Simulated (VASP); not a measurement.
The system is SnSe2.

```
CELL_PARAMETERS angstrom
3.81100 0.00000 0.00000
-1.90550 3.30042 0.00000
0.00000 0.00000 6.13600
ATOMIC_POSITIONS crystal
Sn 0.00000 0.00000 0.00000
Se 0.66667 0.33333 0.75100
Se 0.33333 0.66667 0.24900
```

Base run:

```yaml
Program: VASP 6.6.1
Functional: r2SCAN
Potentials_or_basis: VASP PAW PBE potentials, release 64 (Sn_d, Se)
Cutoff: 520 eV
k_mesh: 5 × 5 × 3
Occupations: fermi-dirac, width 0.05 eV
Spin: no spin polarisation
```

Its results: band gap on the k mesh 1.09 eV, indirect (least direct gap 1.53 eV); pressure 3.7 GPa; largest force 0.498 eV/Å.

Q: After a change of settings the same cell gave: band gap on the k mesh 0.85 eV, indirect (least direct gap 1.19 eV); pressure 7.1 GPa; largest force 0.792 eV/Å. Which change was it?
A. functional from r2SCAN to PBE; k mesh from 5 × 5 × 3 to 7 × 7 × 4
B. functional from r2SCAN to PBE; cutoff from 520 eV to 500 eV; occupations from fermi-dirac, width 0.05 eV to fermi-dirac, width 0.03 eV
C. functional from r2SCAN to PBE; cutoff from 520 eV to 500 eV; k mesh from 5 × 5 × 3 to 7 × 7 × 4
D. functional from r2SCAN to revPBE

A: D.

r2SCAN gives the wider gap, since meta-GGAs in the generalised Kohn-Sham scheme recover part of the derivative discontinuity.

Caveats: the PAW data sets were made with another functional, which shifts forces and pressure a little; spin-orbit coupling is left out, which moves the levels of the heavy elements; this functional lacks dispersion, which binds the layers, so the pressure and a relaxed spacing across them are unreliable (some runs).
